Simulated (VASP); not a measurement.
# Pb (Fm-3m) in VASP: notebook

Runs on Pb. Level: PBEsol. Tasks: single point, relaxation of cell and atoms.

All numbers are computed with VASP 6.6.1; they aren't measurements. Logs are shortened: lines on timing, memory, paths and dates and some standing lists are left out, and cuts for length are marked.

### 1 The cell of the first run

The structure is cubic, space group Fm-3m (No. 225). The conventional cell has a = 4.935 Å, b = 4.935 Å, c = 4.935 Å, α = 90.00°, β = 90.00°, γ = 90.00°. Within 4.6 Å of Pb (site symmetry m-3m) lie 12 Pb at 3.49 Å.

### 2 Single point, PBEsol

INCAR reads:

```
SYSTEM = Pb
  ALGO = Normal
  EDIFF = 1E-6
  ENCUT = 520
  GGA = PS
  ISIF = 2
  ISMEAR = -1
  LASPH = .TRUE.
  LCHARG = .TRUE.
  LELF = .TRUE.
  LREAL = .FALSE.
  LVHAR = .TRUE.
  LWAVE = .FALSE.
  NBANDS = 13
  NELM = 100
  PREC = Accurate
  SIGMA = 0.1
```

KPOINTS reads:

```
k-points
0
G
  15 15 15
  0 0 0
```

POSCAR reads:

```
Pb
1.0
    0.0000000000      2.4673439361      2.4673439361
    2.4673439361      0.0000000000      2.4673439361
    2.4673439361      2.4673439361      0.0000000000
Pb
1
Direct
    0.0000000000      0.0000000000      0.0000000000
```

Potentials or basis: VASP PAW PBE potentials, release 64 (Pb_d).

The run is started by

```console
> cat potpaw_PBE.64/Pb_d/POTCAR > POTCAR
> mpirun -np 1 vasp_std > vasp.out
```

OUTCAR:

```text
SYSTEM = Pb
   EDIFF = 1E-6
   ENCUT = 520
   GGA = PS
   ISIF = 2
   ISMEAR = -1
   LASPH = .TRUE.
   LREAL = .FALSE.
   NELM = 100
   PREC = Accurate

 ion  position               nearest neighbor table
   1  0.000  0.000  0.000-

  LATTYP: Found a face centered cubic cell.
 ALAT       =     4.9346878722

  Lattice vectors:

 A1 = (   0.0000000000,   2.4673439361,   2.4673439361)
 A2 = (   2.4673439361,   0.0000000000,   2.4673439361)
 A3 = (   2.4673439361,   2.4673439361,   0.0000000000)

Analysis of symmetry for initial positions (statically):
=====================================================================
 Subroutine PRICEL returns:
 Original cell was already a primitive cell.

 Routine SETGRP: Setting up the symmetry group for a
 face centered cubic supercell.

 Subroutine GETGRP returns: Found 48 space group operations
 (whereof 48 operations were pure point group operations)
 out of a pool of 48 trial point group operations.

The static configuration has the point symmetry O_h .

Analysis of symmetry for dynamics (positions and initial velocities):
=====================================================================
 Subroutine PRICEL returns:
 Original cell was already a primitive cell.

 Routine SETGRP: Setting up the symmetry group for a
 face centered cubic supercell.

 Subroutine GETGRP returns: Found 48 space group operations
 (whereof 48 operations were pure point group operations)
 out of a pool of 48 trial point group operations.

The dynamic configuration has the point symmetry O_h .

 Subroutine INISYM returns: Found 48 space group operations
 (whereof 48 operations are pure point group operations),
 and found     1 'primitive' translations

----------------------------------------------------------------------------------------

                                     Primitive cell

  volume of cell :      30.0413

  direct lattice vectors                    reciprocal lattice vectors
     0.000000000  2.467343936  2.467343936    -0.202647062  0.202647062  0.202647062
     2.467343936  0.000000000  2.467343936     0.202647062 -0.202647062  0.202647062
     2.467343936  2.467343936  0.000000000     0.202647062  0.202647062 -0.202647062

  length of vectors
     3.489351257  3.489351257  3.489351257     0.350995008  0.350995008  0.350995008

  position of ions in fractional coordinates (direct lattice)
     0.000000000  0.000000000  0.000000000

  ion indices of the primitive-cell ions
   primitive index   ion index
                 1           1

----------------------------------------------------------------------------------------

 KPOINTS: k-points

Automatic generation of k-mesh.
 Grid dimensions read from file:
 generate k-points for:   15   15   15

 Generating k-lattice:

  Cartesian coordinates                     Fractional coordinates (reciprocal lattice)
    -0.013509804  0.013509804  0.013509804     0.066666667  0.000000000  0.000000000
     0.013509804 -0.013509804  0.013509804     0.000000000  0.066666667  0.000000000
     0.013509804  0.013509804 -0.013509804     0.000000000  0.000000000  0.066666667

  Length of vectors
     0.023399667  0.023399667  0.023399667

  Shift w.r.t. Gamma in fractional coordinates (k-lattice)
     0.000000000  0.000000000  0.000000000

 Subroutine IBZKPT returns following result:
 ===========================================

 Found    120 irreducible k-points:

 Following reciprocal coordinates:
            Coordinates               Weight
  0.000000  0.000000  0.000000      1.000000
  0.066667  0.000000  0.000000      8.000000
  0.133333  0.000000  0.000000      8.000000
  0.200000  0.000000  0.000000      8.000000
  0.266667  0.000000  0.000000      8.000000
  0.333333  0.000000  0.000000      8.000000
[... 16 lines left out ...]
  0.133333  0.133333  0.000000      6.000000
  0.200000  0.133333  0.000000     24.000000
 [... further k-points ...]
   k-points           NKPTS =    120   k-points in BZ     NKDIM =    120   number of bands    NBANDS=     13
   number of dos      NEDOS =    301   number of ions     NIONS =      1
   total plane-waves  NPLWV =  21952
   dimension x,y,z NGX =    28 NGY =   28 NGZ =   28
   dimension x,y,z NGXF=    56 NGYF=   56 NGZF=   56
   ions per type =               1
   NGX,Y,Z   is equivalent  to a cutoff of  13.34, 13.34, 13.34 a.u.
   NGXF,Y,Z  is equivalent  to a cutoff of  26.68, 26.68, 26.68 a.u.
 SYSTEM =  Pb
   PREC   = accura    normal or accurate (medium, high low for compatibility)
   ISTART =      0    job   : 0-new  1-cont  2-samecut
   ICHARG =      2    charge: 1-file 2-atom 10-const
   ISPIN  =      1    spin polarized calculation?
   LNONCOLLINEAR =      F non collinear calculations
   LSORBIT =      F    spin-orbit coupling
   LASPH  =      T    aspherical Exc in radial PAW
   ENCUT  =  520.0 eV  38.22 Ry    6.18 a.u.   6.49  6.49  6.49*2*pi/ulx,y,z
   NELM   =    100;   NELMIN=  2; NELMDL= -5     # of ELM steps
   EDIFF  = 0.1E-05   stopping-criterion for ELM
   LREAL  =      F    real-space projection
   EDIFFG = 0.1E-04   stopping-criterion for IOM
   NSW    =      0    number of steps for IOM
   IBRION =     -1    ionic relax: 0-MD 1-quasi-New 2-CG
   NFREE  =      0    steps in history (QN), initial steepest desc. (CG)
   ISIF   =      2    stress and relaxation
   ISYM   =      2    0-nonsym 1-usesym 2-fastsym
   POTIM  = 0.5000    time-step for ionic-motion
   TEBEG  =    0.0;   TEEND  =   0.0 temperature during run
   PSTRESS=    0.0 pullay stress
   NELECT =      14.0000    total number of electrons
   NUPDOWN=      -1.0000    fix difference up-down
   EMIN   =  10.00;   EMAX   =-10.00  energy-range for DOS
   EFERMI =   0.00;   METHOD = LEGACY
   ISMEAR =    -1;   SIGMA  =   0.10  broadening in eV -4-tet -1-fermi 0-gaus
   EFERMI_NEDOS =   21; number of points for ismear=-14 and -15
   IALGO  =     38    algorithm
   IMIX   =      4    mixing-type and parameters
     AMIX     =   0.40;   BMIX     =  1.00
     AMIX_MAG =   1.60;   BMIX_MAG =  1.00
  volume/ion in A,a.u.               =      30.04       202.73
  Fermi-wavevector in a.u.,A,eV,Ry     =   1.269242  2.398520 21.918654  1.610976
  Thomas-Fermi vector in A             =   2.402294
   LORBIT       =      0    0 simple, 1 ext, 2 COOP (PROOUT), +10 PAW based schemes
   GGA     = PS    functional components
   LHFCALC =     F    Hartree Fock is set to
   AEXX    =    0.0000 exact exchange contribution
   IVDW    =     0    specifies the selected vdW correction
   LEPSILON=     F    determine dielectric tensor
   LRPA    =     F    only Hartree local field effects (RPA)
 non-spin polarized calculation
  energy-cutoff  :      520.00
  volume of cell :       30.04
 maximum number of plane-waves:       869
 NGX is ok and might be reduce to    28
   NGX = 13   NGY = 13   NGZ = 13

 number of electron      13.9999999 magnetization

 Free energy of the ion-electron system (eV)
  ---------------------------------------------------
  ext. energy  EPLUGINS =         0.00000000
  ---------------------------------------------------
  free energy    TOTEN  =        -4.00881005 eV

  energy without entropy =       -3.99317123  energy(sigma->0) =       -4.00099064

 E-fermi :   7.2048     XC(G=0): -10.3858

 val. band max:        7.1912511747   @ k =   0.3333   0.3333   0.0000
 cond. band min:       7.3588511139   @ k =  -0.4000   0.3333   0.1333
 fundamental gap:      0.1675999392
 Fermi energy:         7.2047735483

 k-point     1 :       0.0000    0.0000    0.0000
  band No.  band energies     occupation
      1      -9.7885      2.00000
      2      -9.7885      2.00000
      3      -9.7885      2.00000
      4      -9.6428      2.00000
      5      -9.6428      2.00000
      6      -4.6266      2.00000
      7      14.6906      0.00000
      8      14.6906      0.00000
      9      14.6906      0.00000
     10      16.9751      0.00000
     11      18.6403      0.00000
     12      19.7531      0.00000
     13      19.7531      0.00000

 k-point     2 :       0.0667    0.0000    0.0000
  band No.  band energies     occupation
      1      -9.7886      2.00000
      2      -9.7817      2.00000
      3      -9.7817      2.00000
      4      -9.6432      2.00000
      5      -9.6432      2.00000
      6      -4.5401      2.00000
      7      13.6135      0.00000
      8      14.5808      0.00000
      9      14.5808      0.00000
     10      16.7724      0.00000
     11      19.1154      0.00000
     12      19.9480      0.00000
     13      19.9480      0.00000

 k-point     3 :       0.1333    0.0000    0.0000
  band No.  band energies     occupation
      1      -9.7899      2.00000
      2      -9.7656      2.00000
      3      -9.7656      2.00000
      4      -9.6415      2.00000
      5      -9.6415      2.00000
      6      -4.2804      2.00000
      7      11.5960      0.00000
      8      14.2966      0.00000
      9      14.2966      0.00000
     10      16.5144      0.00000
     11      19.8509      0.00000
     12      20.4390      0.00000
     13      20.4688      0.00000
[... 305 lines left out ...]
 k-point    23 :       0.1333    0.1333    0.0000
  band No.  band energies     occupation
      1      -9.8169      2.00000
      2      -9.7383      2.00000
      3      -9.7383      2.00000
      4      -9.6733      2.00000
      5      -9.6217      2.00000
      6      -4.1653      2.00000
      7      12.4862      0.00000
      8      13.1157      0.00000
      9      13.1157      0.00000
     10      15.9003      0.00000
     11      18.0465      0.00000
     12      21.6268      0.00000
     13      21.6994      0.00000

 k-point    24 :       0.2000    0.1333    0.0000
  band No.  band energies     occupation
      1      -9.8260      2.00000
      2      -9.7195      2.00000
      3      -9.7158      2.00000
      4      -9.6820      2.00000
      5      -9.6078      2.00000
      6      -3.8484      2.00000
      7      10.8564      0.00000
      8      12.5831      0.00000
      9      12.9299      0.00000
     10      15.9316      0.00000
     11      17.1521      0.00000
     12      21.2615      0.00000
     13      22.2785      0.00000

 [... further k-points ...]
[... 5 lines left out ...]
  --------------------------------------------------------------------------------------
  -------------------------------------------------------------------------------------
  Total       -0.0193327     -0.0193327     -0.0193327     -0.0000000     -0.0000000     -0.0000000
  in kB       -1.0310608     -1.0310608     -1.0310608     -0.0000000     -0.0000000     -0.0000000
  external PRESSURE =      -1.0310608 kB  Pullay stress =       0.0000000 kB

 VOLUME and BASIS-vectors are now :
 -----------------------------------------------------------------------------
  energy-cutoff  :      520.00
  volume of cell :       30.04
      direct lattice vectors                 reciprocal lattice vectors
     0.000000000  2.467343936  2.467343936    -0.202647062  0.202647062  0.202647062
     2.467343936  0.000000000  2.467343936     0.202647062 -0.202647062  0.202647062
     2.467343936  2.467343936  0.000000000     0.202647062  0.202647062 -0.202647062

 POSITION                                       TOTAL-FORCE (eV/Angst)
 -----------------------------------------------------------------------------------
      0.00000      0.00000      0.00000         0.000000      0.000000      0.000000
 -----------------------------------------------------------------------------------
    total drift:                               -0.000000     -0.000000     -0.000000

  FREE ENERGIE OF THE ION-ELECTRON SYSTEM (eV)
  ---------------------------------------------------
  free  energy   TOTEN  =        -4.0088100468 eV

  energy  without entropy=       -3.9931712340  energy(sigma->0) =       -4.00099064
```

Wall time 82 s (1 thread of Intel Xeon Platinum 8375C at 2.90GHz (Ice Lake), shared host); peak memory 0.18 GiB.

Results:

```
Free energy            : -4.0088 eV
Pressure               : -0.1 GPa
Band gap on the k mesh : zero (band 7 reaches 14.69 eV, above the bottom of band 8 at 5.63 eV)
```

Levels at points of the mesh, in eV from the Fermi level:
```
           k point  band 5  band 6  band 7  band 8  band 9  band 10
(0.00, 0.00, 0.00)  -16.85  -11.83    7.49    7.49    7.49     9.77
```

Caveat: the PAW data sets were made with another functional, which shifts forces and pressure a little; spin-orbit coupling is left out, which moves the levels of the heavy elements.

### 3 Relaxation of cell and atoms, PBEsol

This run uses another cell than the first one, of 29.90 Å³/atom, 0.995 times its volume.

INCAR reads:

```
SYSTEM = Pb
PREC = Accurate
ENCUT = 600
EDIFF = 1E-6
ISMEAR = -1
SIGMA = 0.1
LREAL = .False.
LASPH = .True.
NELM = 60
ALGO = Normal
ISIF = 3
LWAVE = .False.
LCHARG = .False.
GGA = PS
IBRION = 2
NSW = 60
EDIFFG = -0.005
```

KPOINTS reads:

```
regular mesh
0
Gamma
  15 15 15
  0 0 0
```

POSCAR reads:

```
Pb
1.0
    0.0000000000      2.4635237140      2.4635237140
    2.4635237140      0.0000000000      2.4635237140
    2.4635237140      2.4635237140      0.0000000000
Pb
1
Direct
    0.0000000000      0.0000000000      0.0000000000
```

Potentials or basis: VASP PAW PBE potentials, release 64 (Pb_d).

The run is started by

```console
> cat potpaw_PBE.64/Pb_d/POTCAR > POTCAR
> mpirun -np 1 vasp_std > vasp.out
```

It took 2.4 min on 1 thread of Intel Xeon Platinum 8375C at 2.90GHz (Ice Lake), shared host; peak memory 0.19 GiB.

The run converged. Its results:

```yaml
Free_energy: -4.0089 eV
Relaxed_volume: 30.00 Å³/atom
Relaxed_cell: a = 3.488 Å, b = 3.488 Å, c = 3.488 Å, α = 60.00°, β = 60.00°, γ = 60.00°
Space_group_after_relaxing_to_0.05_Å: Fm-3m (No. 225)
Energy_gained_by_relaxing: 0.1 meV/atom
Ionic_steps: 4
Pressure_after_relaxing: 0.0 GPa
Band_gap_on_the_k_mesh: zero (band 7 reaches 14.71 eV, above the bottom of band 8 at 5.64 eV)
```

Final structure:
```
CELL_PARAMETERS angstrom
0.00000 2.46632 2.46632
2.46632 0.00000 2.46632
2.46632 2.46632 0.00000
ATOMIC_POSITIONS crystal
Pb 0.00000 0.00000 0.00000
```

Levels at points of the mesh, in eV from the Fermi level:
```csv
k point,band 4,band 5,band 6,band 7,band 8,band 9,band 10,band 11
"(0.00, 0.00, 0.00)",-16.85,-16.85,-11.84,7.49,7.49,7.49,9.77,11.45
```

Caveat: the PAW data sets were made with another functional, which shifts forces and pressure a little; spin-orbit coupling is left out, which moves the levels of the heavy elements.
